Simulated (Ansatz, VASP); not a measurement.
## One calculation of GaN, two programs

The input POSCAR:

```
GaN
1.0
    0.0000000000      2.2383759866      2.2383759866
    2.2383759866      0.0000000000      2.2383759866
    2.2383759866      2.2383759866      0.0000000000
Ga N
1 1
Direct
    0.0000000000      0.0000000000      0.0000000000
    0.2500000000      0.2500000000      0.2500000000
```

File INCAR.step1:

```
SYSTEM = GaN
PREC = Accurate ; ENCUT = 520
EDIFF = 1E-5 ; ISMEAR = -1
SIGMA = 0.05 ; LREAL = .False.
LASPH = .True. ; NELM = 80
ALGO = Normal ; ISIF = 2
LWAVE = .True. ; NBANDS = 16
GGA = PE
```

The input INCAR.step2:

```
SYSTEM = GaN
PREC = Accurate ; ENCUT = 520
EDIFF = 1E-7 ; ISMEAR = -1
SIGMA = 0.05 ; LREAL = .False.
LASPH = .True. ; NELM = 80
ALGO = Normal ; ISIF = 2
LWAVE = .False. ; LCHARG = .True.
GGA = B5 ; LHFCALC = .True.
AEXX = 0.2 ; AGGAX = 0.72
AGGAC = 0.81 ; ALDAC = 0.19
PRECFOCK = Normal ; LELF = .True.
LVHAR = .True. ; NBANDS = 16
ISTART = 1
```

File KPOINTS:

```
Automatic mesh
0
Gamma
  5 5 5
  0 0 0
```

File input.yaml:

```yaml
crystal:
  lattice:
    - [0.0, 2.2383759866, 2.2383759866]
    - [2.2383759866, 0.0, 2.2383759866]
    - [2.2383759866, 2.2383759866, 0.0]
  atoms:
    - { symbol: Ga, position: [0.0, 0.0, 0.0] }
    - { symbol: "N", position: [0.25, 0.25, 0.25] }
hamiltonian:
  xc: b3lyp5
  pseudopotentials: { kind: paw }
kpoints:
  mp_grid: { grid: [5, 5, 5] }
scf:
  occupations: { method: fermi_dirac, width: 0.05 }
output:
  forces: true
  stress: true
  eigenvalues: true
  write_density: true
  write_potential: true
  elf: true
  volumetric_format: npy
```

Alike in both runs: task single point; functional B3LYP5; k mesh 5 × 5 × 5; occupations fermi-dirac, width 0.05 eV; no spin polarisation.

```csv
,VASP,Ansatz
version,VASP 6.6.1,Ansatz 0.2.0
potentials or method,"VASP PAW PBE potentials, release 64 (Ga_d, N)",Ansatz PAW
plane-wave cutoff (eV),520,420
valence electrons in the cell,18,18
```

Ansatz gave:

| Item | Value |
| --- | --- |
| gap on the k mesh at the Fermi level (eV) | 3.55 |
| least direct gap on the mesh (eV) | 3.55 |
| pressure (GPa) | 8.4 |

Q: Which values does VASP return?

A: gap on the k mesh at the Fermi level (eV): 3.58; least direct gap on the mesh (eV): 3.58; pressure (GPa): 9.7.

VASP's potentials were made for PBE, not for B3LYP5.

The k mesh is coarse, so the values compare programs but aren't converged. Noted on Ansatz's run: odd divisions of the mesh miss points on the zone boundary, where band edges often lie, so the gap on the mesh can be too wide.
